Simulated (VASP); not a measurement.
A run of VASP 6.6.1 is set up as follows.

The input POSCAR:

```
BN
1.0
    2.5080400000      0.0000000000      0.0000000000
   -1.2467100000      2.1762300000      0.0000000000
   -0.6306700000     -1.0881200000      3.0225400000
B N
1 1
Direct
    0.9796400000      0.9835000000      0.0018100000
    0.6685100000      0.3323800000      0.9850000000
```

The input INCAR.step1:

```
PREC     = Accurate       # precision mode
ENCUT    = 520            # plane-wave cutoff, eV
ISMEAR   = 0              # smearing method
SIGMA    = 0.01           # smearing width, eV
LREAL    = F              # projectors in reciprocal space
LASPH    = T              # aspherical terms in the spheres
NELM     = 80             # most SCF steps
NBANDS   = 11             # bands
GGA      = PE             # functional
ALGO     = Normal         # electronic algorithm
EDIFF    = 1E-4           # SCF threshold, eV
LWAVE    = T              # write WAVECAR
LCHARG   = F              # write CHGCAR
```

INCAR.step2

```
PREC     = Accurate       # precision mode
ENCUT    = 520            # plane-wave cutoff, eV
EDIFF    = 1E-6           # SCF threshold, eV
ISMEAR   = 0              # smearing method
SIGMA    = 0.01           # smearing width, eV
LREAL    = F              # projectors in reciprocal space
LASPH    = T              # aspherical terms in the spheres
NELM     = 80             # most SCF steps
ALGO     = Normal         # electronic algorithm
ISIF     = 2              # what is computed and relaxed
LWAVE    = F              # write WAVECAR
LCHARG   = F              # write CHGCAR
METAGGA  = R2SCAN         # meta-GGA
LMIXTAU  = T            
IVDW     = 13             # dispersion correction
VDW_S6   = 1.0          
VDW_S8   = 0.6018749    
VDW_A1   = 0.51559235   
VDW_A2   = 5.77342911   
NBANDS   = 11             # bands
ISTART   = 1
```

File KPOINTS:

```
regular mesh
0
Gamma
  10 10 6
```

Potentials or basis: VASP PAW PBE potentials, release 64 (B, N).

The run is started by

```bash
$ cat potpaw_PBE.64/B/POTCAR potpaw_PBE.64/N/POTCAR > POTCAR
$ cp INCAR.step1 INCAR
$ mpirun -np 1 vasp_std > vasp.out
$ cp INCAR.step2 INCAR
$ mpirun -np 1 vasp_std > vasp.out
```

**Question.** What does it give for the largest force?

**Answer.** 2.727 eV/Å.

**Question.** What does it give for the pressure?

**Answer.** 0.0 GPa.

Forces in eV/Å, atoms in the order of the input:
```
B    1.649  2.078 -0.629
N   -1.649 -2.078  0.629
```

Caveat: the PAW data sets were made with another functional, which shifts forces and pressure a little.
